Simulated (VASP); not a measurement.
WC, 2 atoms in the cell. It takes space group Fm-3m (No. 225, cubic). The conventional cell has a = 4.385 Å, b = 4.385 Å, c = 4.385 Å, α = 90.00°, β = 90.00°, γ = 90.00°. W (site symmetry m-3m) has 6 C at 2.19 Å within 2.9 Å. Within 2.9 Å of C (site symmetry m-3m) lie 6 W at 2.19 Å. 

| Quantity | Value |
| --- | --- |
| Program | VASP 6.6.1 |
| Task | single point |
| Functional | LDA |
| Potentials or basis | VASP PAW LDA potentials, release 64 (W_sv, C) |
| Cutoff | 520 eV |
| k mesh | 9 × 9 × 9 |
| Occupations | methfessel-paxton, width 0.05 eV |
| Spin | no spin polarisation |
| Dipole correction | no |
| Further INCAR settings | ALGO = Normal; EDIFF = 1e-07; NBANDS = 16 |

Potentials or basis: VASP PAW LDA potentials, release 64 (W_sv, C).

Command:

```console
$ cat potpaw_LDA.64/W_sv/POTCAR potpaw_LDA.64/C/POTCAR > POTCAR
$ mpirun -np 1 vasp_std > vasp.out
```

Hardware: 1 thread of Intel Xeon 8259CL, on a shared host.

Task: Estimate the wall time of this run.

Result: It took 18 s on 1 thread of Intel Xeon 8259CL, on a shared host, peak memory 0.13 GiB. Counts: scf iterations 13, k points 35.
